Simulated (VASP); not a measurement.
# InPd in VASP: further runs, part 2 of 2

VASP 6.6.1. Earlier steps stand in the parts before.

## (4) Single point, PBEsol (atoms displaced along a vibrational mode, the cell strained)

The input, INCAR:

```
ALGO     = Fast           # electronic algorithm
EDIFF    = 1E-6           # SCF threshold, eV
ENCUT    = 520            # plane-wave cutoff, eV
GGA      = PS             # functional
ISIF     = 2              # what is computed and relaxed
ISMEAR   = 0              # smearing method
LASPH    = T              # aspherical terms in the spheres
LCHARG   = F              # write CHGCAR
LREAL    = F              # projectors in reciprocal space
LWAVE    = F              # write WAVECAR
NBANDS   = 18             # bands
NELM     = 100            # most SCF steps
PREC     = Accurate       # precision mode
SIGMA    = 0.15           # smearing width, eV
```

The input, KPOINTS:

```
k-points
0
Gamma
  14 14 14
```

The input, POSCAR:

```
InPd
1.0
    3.2088053983      0.0000000000      0.0000000000
    0.0000000000      3.2088053983      0.0000000000
    0.0000000000      0.0000000000      3.3222750686
In Pd
1 1
Direct
   -0.0198696357      0.0000000000      0.0000000000
    0.5214376229      0.5000000000      0.5000000000
```

Potentials or basis: VASP PAW PBE potentials, release 64 (In_d, Pd).

Run with:

```console
$ cat potpaw_PBE.64/In_d/POTCAR potpaw_PBE.64/Pd/POTCAR > POTCAR
$ mpirun -np 1 vasp_std > vasp.out
```

OUTCAR:

```text
EDIFF = 1E-6
   ENCUT = 520
   GGA = PS
   ISIF = 2
   ISMEAR = 0
   LASPH = T
   LREAL = F
   NELM = 100
   PREC = Accurate

 ion  position               nearest neighbor table
   1  0.980  0.000  0.000-   2 2.74   2 2.74   2 2.74   2 2.74   2 2.89   2 2.89   2 2.89   2 2.89

   2  0.521  0.500  0.500-   1 2.74   1 2.74   1 2.74   1 2.74   1 2.89   1 2.89   1 2.89   1 2.89

  LATTYP: Found a simple tetragonal cell.
 ALAT       =     3.2088053983
 C/A-ratio  =     1.0353619669

  Lattice vectors:

 A1 = (   3.2088053983,   0.0000000000,   0.0000000000)
 A2 = (   0.0000000000,   3.2088053983,   0.0000000000)
 A3 = (   0.0000000000,   0.0000000000,   3.3222750686)

Analysis of symmetry for initial positions (statically):
=====================================================================
 Subroutine PRICEL returns:
 Original cell was already a primitive cell.

 Routine SETGRP: Setting up the symmetry group for a
 simple tetragonal supercell.

 Subroutine GETGRP returns: Found  4 space group operations
[... 161 lines left out ...]
  ---------------------------------------------------
  free energy    TOTEN  =        -9.96617294 eV

  energy without entropy =       -9.95857827  energy(sigma->0) =       -9.96237560

 E-fermi :  10.7433     XC(G=0): -12.5339

 val. band max:       10.7282388622   @ k =   0.3571   0.2143   0.4286
 cond. band min:      10.7488888433   @ k =  -0.2857   0.3571   0.0714
 fundamental gap:      0.0206499810
 Fermi energy:        10.7432979849

 k-point     1 :       0.0000    0.0000    0.0000
  band No.  band energies     occupation
      1      -4.2743      2.00000
      2      -4.2227      2.00000
      3      -3.8132      2.00000
      4      -3.8077      2.00000
      5      -3.7839      2.00000
      6       0.3769      2.00000
[... 481 lines left out ...]
      5      -3.7889      2.00000
      6       2.5239      2.00000
[... 10 lines left out ...]
     17      23.0705      0.00000
     18      23.4595      0.00000

 [... further k-points ...]

------------------------ aborting loop because EDIFF is reached ----------------------------------------

  FORCE on cell =-STRESS in cart. coord.  units (eV):
  Direction    XX          YY          ZZ          XY          YZ          ZX
  --------------------------------------------------------------------------------------
  -------------------------------------------------------------------------------------
  Total        0.1867854      0.3393204      0.1537106      0.0000000      0.0000000      0.0000000
  in kB        8.7484497     15.8927211      7.1993317      0.0000000      0.0000000      0.0000000
  external PRESSURE =      10.6135008 kB  Pullay stress =       0.0000000 kB

 VOLUME and BASIS-vectors are now :
 -----------------------------------------------------------------------------
  energy-cutoff  :      520.00
  volume of cell :       34.21
      direct lattice vectors                 reciprocal lattice vectors
     3.208805398  0.000000000  0.000000000     0.311642458  0.000000000  0.000000000
     0.000000000  3.208805398  0.000000000     0.000000000  0.311642458  0.000000000
     0.000000000  0.000000000  3.322275069     0.000000000  0.000000000  0.300998557

 POSITION                                       TOTAL-FORCE (eV/Angst)
 -----------------------------------------------------------------------------------
      3.14505      0.00000      0.00000         0.562151      0.000000      0.000000
      1.67319      1.60440      1.66114        -0.562151      0.000000      0.000000
 -----------------------------------------------------------------------------------
    total drift:                                0.000997     -0.000000      0.000002

  FREE ENERGIE OF THE ION-ELECTRON SYSTEM (eV)
  ---------------------------------------------------
  free  energy   TOTEN  =        -9.9661729358 eV

  energy  without entropy=       -9.9585782661  energy(sigma->0) =       -9.96237560
```

stdout:

```text
POSCAR found type information on POSCAR InPd
 POSCAR found :  2 types and       2 ions
 scaLAPACK will be used
 -----------------------------------------------------------------------------
|                                                                             |
|                                                                             |
|     You enforced a specific xc type in the INCAR file but a different       |
|     I HOPE YOU KNOW WHAT YOU ARE DOING!                                     |
|                                                                             |
 -----------------------------------------------------------------------------

 LDA part: xc-table for (Slater+PW92), standard interpolation
 POSCAR, INCAR and KPOINTS ok, starting setup
 FFT: planning ... GRIDC
 FFT: planning ... GRID_SOFT
 FFT: planning ... GRID
 WAVECAR not read
 entering main loop
WARNING in EDDRMM: call to ZHEGV failed, returncode =   8  4     16
WARNING in EDDRMM: call to ZHEGV failed, returncode =   6  3     18
WARNING in EDDRMM: call to ZHEGV failed, returncode =   8  4     17
WARNING in EDDRMM: call to ZHEGV failed, returncode =   8  4     17
WARNING in EDDRMM: call to ZHEGV failed, returncode =   6  3     15
WARNING in EDDRMM: call to ZHEGV failed, returncode =   6  3     16
```

Wall time 7 min (1 thread of AMD EPYC 7R43 (Zen 3), shared host); peak memory 0.38 GiB.

Results:

* Free energy: -9.9662 eV
* Pressure: 1.1 GPa
* Largest force: 0.562 eV/Å
* Band gap on the k mesh: zero (an odd number of electrons rules out a gap without spin polarisation)

Forces on the atoms (eV/Å):
```
In   0.562  0.000  0.000
Pd  -0.562  0.000  0.000
```

Caveat: the cell differs from its parent crystal (atoms displaced along a vibrational mode, the cell strained); the PAW data sets were made with another functional, which shifts forces and pressure a little; spin-orbit coupling is left out, which moves the levels of the heavy elements.

## (5) Single point, PBEsol (atoms displaced along a vibrational mode, the cell strained)

The input, INCAR:

```
SYSTEM = InPd
PREC     = Accurate       ! precision mode
ENCUT    = 520            ! plane-wave cutoff, eV
EDIFF    = 1E-7           ! SCF threshold, eV
ISMEAR   = 0              ! smearing method
SIGMA    = 0.15           ! smearing width, eV
LREAL    = .FALSE.        ! projectors in reciprocal space
LASPH    = .TRUE.         ! aspherical terms in the spheres
NELM     = 60             ! most SCF steps
ALGO     = Fast           ! electronic algorithm
ISIF     = 2              ! what is computed and relaxed
LWAVE    = .FALSE.        ! write WAVECAR
LCHARG   = .FALSE.        ! write CHGCAR
GGA      = PS             ! functional
NBANDS   = 18             ! bands
```

The input, KPOINTS:

```
Automatic mesh
0
G
  14 14 14
  0 0 0
```

The input, POSCAR:

```
InPd
1.0
    3.2844518451      0.0000000000      0.0000000000
    0.0000000000      3.2844518451      0.0000000000
    0.0000000000      0.0000000000      3.1709821748
In Pd
1 1
Direct
   -0.0198696357      0.0000000000      0.0000000000
    0.5214376229      0.5000000000      0.5000000000
```

Run with:

```console
$ cat potpaw_PBE.64/In_d/POTCAR potpaw_PBE.64/Pd/POTCAR > POTCAR
$ mpirun -np 1 vasp_std > vasp.out
```

It took 6.8 min on 1 thread of AMD EPYC 7R43 (Zen 3), shared host; peak memory 0.38 GiB.

The run converged. Its results:

```yaml
Free_energy: -9.9615 eV
Pressure: 1.2 GPa
Largest_force: 0.607 eV/Å
Band_gap_on_the_k_mesh: zero (an odd number of electrons rules out a gap without spin polarisation)
```

Forces in eV/Å, atoms in the order of the input:
```
In   0.607  0.000  0.000
Pd  -0.607  0.000  0.000
```

Stress tensor (GPa, compression positive):
```
0.26 0.00 0.00
0.00 1.11 0.00
0.00 0.00 2.34
```

Levels at points of the mesh, in eV from the Fermi level:
| k point | band 10 | band 11 | band 12 | band 13 | band 14 | band 15 |
| --- | --- | --- | --- | --- | --- | --- |
| (0.00, 0.00, 0.00) | -2.36 | -2.36 | 3.84 | 3.93 | 4.85 | 9.35 |
| (0.50, 0.00, 0.00) | -3.27 | -2.44 | -1.29 | 9.18 | 9.79 | 10.01 |
| (0.00, 0.50, 0.00) | -3.28 | -2.42 | -1.33 | 8.75 | 10.14 | 10.17 |
| (0.50, 0.50, 0.00) | -2.64 | -2.56 | -1.87 | 1.36 | 2.21 | 10.09 |
| (0.00, 0.00, 0.50) | -3.46 | -2.52 | -0.95 | 9.04 | 9.65 | 10.12 |
| (0.50, 0.00, 0.50) | -2.47 | -2.36 | -1.75 | 1.57 | 2.58 | 9.35 |
| (0.00, 0.50, 0.50) | -2.43 | -2.28 | -1.75 | 1.57 | 2.60 | 9.40 |
| (0.50, 0.50, 0.50) | -1.68 | -0.05 | 3.45 | 3.53 | 3.75 | 4.45 |

Caveat: the cell differs from its parent crystal (atoms displaced along a vibrational mode, the cell strained); the PAW data sets were made with another functional, which shifts forces and pressure a little; spin-orbit coupling is left out, which moves the levels of the heavy elements.

## (6) Summary

| cell | further INCAR settings | gap on the mesh (eV) | pressure (GPa) | largest force (eV/Å) |
| --- | --- | --- | --- | --- |
| a = 3.247 Å, 2 atoms, atomic positions A | ALGO = Fast; EDIFF = 1e-06; NBANDS = 18 | none | 1.7 | 0.73 |
| a = 3.247 Å, 2 atoms, atomic positions B | ALGO = Fast; EDIFF = 1e-07; NBANDS = 18 | none | 1.1 | 0.58 |
| a = 3.209, b = 3.209, c = 3.322 Å, 2 atoms, atomic positions B | ALGO = Fast; EDIFF = 1e-06; NBANDS = 18 | none | 1.1 | 0.56 |
| a = 3.284, b = 3.284, c = 3.171 Å, 2 atoms, atomic positions B | ALGO = Fast; EDIFF = 1e-07; NBANDS = 18 | none | 1.2 | 0.61 |

Alike in all rows: task single point; level PBEsol; potentials or basis VASP PAW PBE potentials, release 64 (In_d, Pd); no spin polarisation; k mesh 14 × 14 × 14; cutoff (eV) 520; smearing gaussian 0.15 eV.

Caveats: the PAW data sets were made with another functional, which shifts forces and pressure a little; spin-orbit coupling is left out, which moves the levels of the heavy elements.

Absolute energies hang on the potentials; compare differences alone.
